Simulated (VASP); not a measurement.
# MgO (Fm-3m) in VASP: single point with r2SCAN

Aim: the single point of MgO with r2SCAN.

All numbers are computed with VASP 6.6.1; they aren't measurements. Logs are shortened: lines on timing, memory, paths and dates and some standing lists are left out, and cuts for length are marked.

**1. The cell of the first run**

The structure is cubic, space group Fm-3m (No. 225). Conventional cell: a = 4.204 Å, b = 4.204 Å, c = 4.204 Å, α = 90.00°, β = 90.00°, γ = 90.00°. Mg (site symmetry m-3m) has 6 O at 2.10 Å within 2.8 Å. O (site symmetry m-3m) has 6 Mg at 2.10 Å within 2.8 Å.

**2. Single point, r2SCAN**

POSCAR

```
MgO
1.0
    0.0000000000      2.1022320395      2.1022320395
    2.1022320395      0.0000000000      2.1022320395
    2.1022320395      2.1022320395      0.0000000000
Mg O
1 1
Direct
    0.0000000000      0.0000000000      0.0000000000
    0.5000000000      0.5000000000      0.5000000000
```

INCAR.step1

```
PREC = Accurate
ENCUT = 920
ISMEAR = 0
SIGMA = 0.02
LREAL = False
LASPH = True
NELM = 120
NBANDS = 15
GGA = PE
ALGO = Normal
EDIFF = 1E-5
LWAVE = True
LCHARG = False
GGA_COMPAT = False
```

INCAR.step2

```
PREC = Accurate
ENCUT = 920
EDIFF = 1E-6
ISMEAR = 0
SIGMA = 0.02
LREAL = False
LASPH = True
NELM = 120
ALGO = Normal
ISIF = 2
LWAVE = False
LCHARG = False
METAGGA = R2SCAN
LMIXTAU = True
NBANDS = 15
ISTART = 1
GGA_COMPAT = False
```

KPOINTS

```
regular mesh
0
Gamma
  10 10 10
```

Potentials or basis: VASP PAW PBE potentials, release 64 (Mg_sv, O).

Run with:

```console
cat potpaw_PBE.64/Mg_sv/POTCAR potpaw_PBE.64/O/POTCAR > POTCAR
cp INCAR.step1 INCAR
mpirun -np 1 vasp_std > vasp.out
cp INCAR.step2 INCAR
mpirun -np 1 vasp_std > vasp.out
```

OUTCAR:

```text
PREC = Accurate
   ENCUT = 920
   EDIFF = 1E-6
   ISMEAR = 0
   LREAL = False
   LASPH = True
   NELM = 120
   ISIF = 2
   METAGGA = R2SCAN
   ISTART = 1

 ion  position               nearest neighbor table
   1  0.000  0.000  0.000-   2 2.10   2 2.10   2 2.10   2 2.10   2 2.10   2 2.10
   2  0.500  0.500  0.500-   1 2.10   1 2.10   1 2.10   1 2.10   1 2.10   1 2.10

  LATTYP: Found a face centered cubic cell.
 ALAT       =     4.2044640790

  Lattice vectors:

 A1 = (   0.0000000000,   2.1022320395,   2.1022320395)
 A2 = (   2.1022320395,   0.0000000000,   2.1022320395)
 A3 = (   2.1022320395,   2.1022320395,   0.0000000000)

Analysis of symmetry for initial positions (statically):
=====================================================================
 Subroutine PRICEL returns:
 Original cell was already a primitive cell.

 Routine SETGRP: Setting up the symmetry group for a
 face centered cubic supercell.

 Subroutine GETGRP returns: Found 48 space group operations
 (whereof 48 operations were pure point group operations)
 out of a pool of 48 trial point group operations.

The static configuration has the point symmetry O_h .

Analysis of symmetry for dynamics (positions and initial velocities):
=====================================================================
 Subroutine PRICEL returns:
 Original cell was already a primitive cell.

 Routine SETGRP: Setting up the symmetry group for a
 face centered cubic supercell.

 Subroutine GETGRP returns: Found 48 space group operations
 (whereof 48 operations were pure point group operations)
 out of a pool of 48 trial point group operations.

The dynamic configuration has the point symmetry O_h .

 Subroutine INISYM returns: Found 48 space group operations
 (whereof 48 operations are pure point group operations),
 and found     1 'primitive' translations

----------------------------------------------------------------------------------------

                                     Primitive cell

  volume of cell :      18.5811

  direct lattice vectors                    reciprocal lattice vectors
     0.000000000  2.102232040  2.102232040    -0.237842441  0.237842441  0.237842441
     2.102232040  0.000000000  2.102232040     0.237842441 -0.237842441  0.237842441
     2.102232040  2.102232040  0.000000000     0.237842441  0.237842441 -0.237842441

  length of vectors
     2.973005062  2.973005062  2.973005062     0.411955192  0.411955192  0.411955192

  position of ions in fractional coordinates (direct lattice)
     0.000000000  0.000000000  0.000000000
     0.500000000  0.500000000  0.500000000

  ion indices of the primitive-cell ions
   primitive index   ion index
                 1           1
                 2           2

----------------------------------------------------------------------------------------

 KPOINTS: regular mesh

Automatic generation of k-mesh.
 Grid dimensions read from file:
 generate k-points for:   10   10   10

 Generating k-lattice:

  Cartesian coordinates                     Fractional coordinates (reciprocal lattice)
    -0.023784244  0.023784244  0.023784244     0.100000000  0.000000000  0.000000000
     0.023784244 -0.023784244  0.023784244     0.000000000  0.100000000  0.000000000
     0.023784244  0.023784244 -0.023784244     0.000000000  0.000000000  0.100000000

  Length of vectors
     0.041195519  0.041195519  0.041195519

  Shift w.r.t. Gamma in fractional coordinates (k-lattice)
     0.000000000  0.000000000  0.000000000

 Subroutine IBZKPT returns following result:
 ===========================================

 Found     47 irreducible k-points:

 Following reciprocal coordinates:
            Coordinates               Weight
  0.000000  0.000000  0.000000      1.000000
  0.100000  0.000000  0.000000      8.000000
  0.200000  0.000000  0.000000      8.000000
  0.300000  0.000000  0.000000      8.000000
  0.400000  0.000000  0.000000      8.000000
  0.500000  0.000000  0.000000      4.000000
[... 16 lines left out ...]
  0.300000  0.300000  0.000000      6.000000
  0.400000  0.300000  0.000000     24.000000
 [... further k-points ...]
   k-points           NKPTS =     47   k-points in BZ     NKDIM =     47   number of bands    NBANDS=     15
   number of dos      NEDOS =    301   number of ions     NIONS =      2
   total plane-waves  NPLWV =  27000
   dimension x,y,z NGX =    30 NGY =   30 NGZ =   30
   dimension x,y,z NGXF=    60 NGYF=   60 NGZF=   60
   ions per type =               1   1
   NGX,Y,Z   is equivalent  to a cutoff of  16.78, 16.78, 16.78 a.u.
   NGXF,Y,Z  is equivalent  to a cutoff of  33.55, 33.55, 33.55 a.u.
 SYSTEM =  unknown system
   PREC   = accura    normal or accurate (medium, high low for compatibility)
   ISTART =      1    job   : 0-new  1-cont  2-samecut
   ICHARG =      0    charge: 1-file 2-atom 10-const
   ISPIN  =      1    spin polarized calculation?
   LNONCOLLINEAR =      F non collinear calculations
   LSORBIT =      F    spin-orbit coupling
   LASPH  =      T    aspherical Exc in radial PAW
   ENCUT  =  920.0 eV  67.62 Ry    8.22 a.u.   7.35  7.35  7.35*2*pi/ulx,y,z
   NELM   =    120;   NELMIN=  2; NELMDL=  0     # of ELM steps
   EDIFF  = 0.1E-05   stopping-criterion for ELM
   LREAL  =      F    real-space projection
[... 7 lines left out ...]
   TEBEG  =    0.0;   TEEND  =   0.0 temperature during run
   PSTRESS=    0.0 pullay stress
   NELECT =      16.0000    total number of electrons
   NUPDOWN=      -1.0000    fix difference up-down
   EMIN   =  10.00;   EMAX   =-10.00  energy-range for DOS
   EFERMI =   0.00;   METHOD = LEGACY
   ISMEAR =     0;   SIGMA  =   0.02  broadening in eV -4-tet -1-fermi 0-gaus
   EFERMI_NEDOS =   21; number of points for ismear=-14 and -15
   IALGO  =     38    algorithm
   IMIX   =      4    mixing-type and parameters
     AMIX     =   0.40;   BMIX     =  1.00
     AMIX_MAG =   1.60;   BMIX_MAG =  1.00
  volume/ion in A,a.u.               =       9.29        62.70
  Fermi-wavevector in a.u.,A,eV,Ry     =   1.557486  2.943222 33.004508  2.425763
  Thomas-Fermi vector in A             =   2.661129
   LORBIT       =      0    0 simple, 1 ext, 2 COOP (PROOUT), +10 PAW based schemes
   METAGGA = R2SCAN    functional components
   LHFCALC =     F    Hartree Fock is set to
   AEXX    =    0.0000 exact exchange contribution
   IVDW    =     0    specifies the selected vdW correction
   LEPSILON=     F    determine dielectric tensor
   LRPA    =     F    only Hartree local field effects (RPA)
 non-spin polarized calculation
 Gauss-broadening in eV      SIGMA  =   0.02
  energy-cutoff  :      920.00
  volume of cell :       18.58
 maximum number of plane-waves:      1243
 NGX is ok and might be reduce to    30
   NGX = 15   NGY = 15   NGZ = 15

 number of electron      15.9999999 magnetization

 Free energy of the ion-electron system (eV)
  ---------------------------------------------------
  ext. energy  EPLUGINS =         0.00000000
  ---------------------------------------------------
  free energy    TOTEN  =       -16.15467371 eV

  energy without entropy =      -16.15467371  energy(sigma->0) =      -16.15467371

 E-fermi :   2.8300     XC(G=0): -12.0713

 val. band max:        2.5435370829   @ k =   0.0000   0.0000   0.0000
 cond. band min:       8.2438052006   @ k =   0.0000   0.0000   0.0000
 fundamental gap:      5.7002681176
 Fermi energy:         2.8299685227

 k-point     1 :       0.0000    0.0000    0.0000
  band No.  band energies     occupation
      1     -72.4077      2.00000
      2     -37.4935      2.00000
      3     -37.4935      2.00000
      4     -37.4935      2.00000
      5     -15.6712      2.00000
      6       2.5435      2.00000
      7       2.5435      2.00000
      8       2.5435      2.00000
      9       8.2438      0.00000
     10      19.4378      0.00000
     11      19.4378      0.00000
     12      19.4378      0.00000
     13      23.5595      0.00000
     14      25.3974      0.00000
     15      25.3974      0.00000

 k-point     2 :       0.1000    0.0000    0.0000
  band No.  band energies     occupation
      1     -72.4067      2.00000
      2     -37.5020      2.00000
      3     -37.4943      2.00000
      4     -37.4943      2.00000
      5     -15.5634      2.00000
      6       1.9167      2.00000
      7       2.4734      2.00000
      8       2.4734      2.00000
      9       8.8563      0.00000
     10      18.1883      0.00000
     11      19.6939      0.00000
     12      19.6939      0.00000
     13      24.7133      0.00000
     14      24.7133      0.00000
     15      25.2802      0.00000

 k-point     3 :       0.2000    0.0000    0.0000
  band No.  band energies     occupation
      1     -72.4045      2.00000
      2     -37.5239      2.00000
      3     -37.4964      2.00000
      4     -37.4964      2.00000
      5     -15.2684      2.00000
      6       0.5999      2.00000
      7       2.2953      2.00000
      8       2.2953      2.00000
      9      10.0674      0.00000
     10      16.6785      0.00000
     11      20.2276      0.00000
     12      20.2276      0.00000
     13      24.0257      0.00000
     14      24.0257      0.00000
     15      26.4798      0.00000

 k-point     4 :       0.3000    0.0000    0.0000
  band No.  band energies     occupation
      1     -72.4019      2.00000
      2     -37.5508      2.00000
      3     -37.4990      2.00000
      4     -37.4990      2.00000
      5     -14.8735      2.00000
      6      -0.7387      2.00000
      7       2.0856      2.00000
      8       2.0856      2.00000
      9      11.0220      0.00000
     10      16.0465      0.00000
     11      20.4074      0.00000
     12      20.4074      0.00000
     13      24.4833      0.00000
     14      24.4833      0.00000
     15      25.9145      0.00000
[... 307 lines left out ...]
 k-point    22 :      -0.2000    0.2000    0.0000
  band No.  band energies     occupation
      1     -72.4010      2.00000
      2     -37.5459      2.00000
      3     -37.5149      2.00000
      4     -37.4981      2.00000
      5     -14.7615      2.00000
      6      -0.5423      2.00000
      7       1.2017      2.00000
      8       2.0786      2.00000
      9      12.0181      0.00000
     10      15.5201      0.00000
     11      18.9750      0.00000
     12      21.7337      0.00000
     13      22.2109      0.00000
     14      25.4028      0.00000
     15      29.1618      0.00000

 k-point    23 :       0.3000    0.3000    0.0000
  band No.  band energies     occupation
      1     -72.4002      2.00000
      2     -37.5432      2.00000
      3     -37.5121      2.00000
      4     -37.5121      2.00000
      5     -14.6890      2.00000
      6      -0.6035      2.00000
      7       1.5901      2.00000
      8       1.5901      2.00000
      9      12.4830      0.00000
     10      13.9456      0.00000
     11      18.3091      0.00000
     12      21.8731      0.00000
     13      21.8731      0.00000
     14      28.1549      0.00000
     15      31.7180      0.00000

 k-point    24 :       0.4000    0.3000    0.0000
  band No.  band energies     occupation
      1     -72.3986      2.00000
      2     -37.5537      2.00000
      3     -37.5176      2.00000
      4     -37.5152      2.00000
      5     -14.4510      2.00000
      6      -1.0349      2.00000
      7       1.2248      2.00000
      8       1.4386      2.00000
      9      13.2188      0.00000
     10      13.7291      0.00000
     11      17.4515      0.00000
     12      22.1672      0.00000
     13      22.3859      0.00000
     14      28.9606      0.00000
     15      31.2168      0.00000

 [... further k-points ...]
[... 5 lines left out ...]
  --------------------------------------------------------------------------------------
  -------------------------------------------------------------------------------------
  Total        0.0559904      0.0559904      0.0559904      0.0000000      0.0000000      0.0000000
  in kB        4.8278305      4.8278305      4.8278305      0.0000000      0.0000000      0.0000000
  external PRESSURE =       4.8278305 kB  Pullay stress =       0.0000000 kB

 VOLUME and BASIS-vectors are now :
 -----------------------------------------------------------------------------
  energy-cutoff  :      920.00
  volume of cell :       18.58
      direct lattice vectors                 reciprocal lattice vectors
     0.000000000  2.102232040  2.102232040    -0.237842441  0.237842441  0.237842441
     2.102232040  0.000000000  2.102232040     0.237842441 -0.237842441  0.237842441
     2.102232040  2.102232040  0.000000000     0.237842441  0.237842441 -0.237842441

 POSITION                                       TOTAL-FORCE (eV/Angst)
 -----------------------------------------------------------------------------------
      0.00000      0.00000      0.00000         0.000000     -0.000000     -0.000000
      2.10223      2.10223      2.10223        -0.000000      0.000000      0.000000
 -----------------------------------------------------------------------------------
    total drift:                                0.000000      0.000000      0.000000

  FREE ENERGIE OF THE ION-ELECTRON SYSTEM (eV)
  ---------------------------------------------------
  free  energy   TOTEN  =       -16.1546737102 eV

  energy  without entropy=      -16.1546737102  energy(sigma->0) =      -16.15467371
```

Wall time 2 min (1 thread of Intel Xeon Platinum 8259CL at 2.50GHz (Skylake/Cascade Lake), shared host); peak memory 0.18 GiB.

Results:

```
Free energy            : -16.1547 eV
Pressure               : 0.5 GPa
Band gap on the k mesh : 5.70 eV
```

Levels at points of the mesh, in eV from the valence-band top:
```
           k point  band 5  band 6  band 7  band 8  band 9  band 10  band 11  band 12
(0.00, 0.00, 0.00)  -18.21    0.00    0.00    0.00    5.70    16.89    16.89    16.89
(0.50, 0.00, 0.00)  -16.92   -4.62   -0.68   -0.68    8.87    13.91    17.57    17.57
(0.50, 0.50, 0.00)  -16.71   -4.09   -1.37   -1.37   10.05    11.21    14.38    20.55
```

Caveat: the PAW data sets were made with another functional, which shifts forces and pressure a little.
